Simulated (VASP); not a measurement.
Crystal: ZnO.

```
Zn O
1.0
     0.00000    2.09792    2.09792
     2.09792    0.00000    2.09792
     2.09792    2.09792    0.00000
Zn O
1 1
Direct
  0.00000 0.00000 0.00000
  0.50000 0.50000 0.50000
```

```yaml
Program: VASP 6.6.1
Task: relaxation of cell and atoms
Functional: r2SCAN
Potentials_or_basis: VASP PAW PBE potentials, release 64 (Zn, O)
Cutoff: 600 eV
k_mesh: 8 × 8 × 8
Occupations: gaussian, width 0.1 eV
Spin: no spin polarisation
```

At the start: pressure 12.2 GPa; volume 9.23 Å³/atom.

Q: Where does the relaxation end?

A: Over 3 steps the energy falls by 18.7 meV/atom and the volume is 9.76 Å³/atom (+5.7 %); space group Fm-3m (No. 225, to 0.05 Å).

The path:
| step | energy change (eV) | largest force (eV/Å) | pressure (GPa) | volume (Å³) |
| --- | --- | --- | --- | --- |
| 1 | 0.0000 | 0.0000 | 12.21 | 18.47 |
| 2 | -0.0157 | 0.0000 | -7.40 | 20.41 |
| 3 | -0.0374 | 0.0000 | 0.35 | 19.52 |

Final structure:
```yaml
crystal:
  lattice:
    - [0.00000, 2.13703, 2.13703]
    - [2.13703, 0.00000, 2.13703]
    - [2.13703, 2.13703, 0.00000]
  atoms:
    - { symbol: Zn, position: [0.00000, 0.00000, 0.00000] }
    - { symbol: O, position: [0.50000, 0.50000, 0.50000] }
```

Caveat: the PAW data sets were made with another functional, which shifts forces and pressure a little.
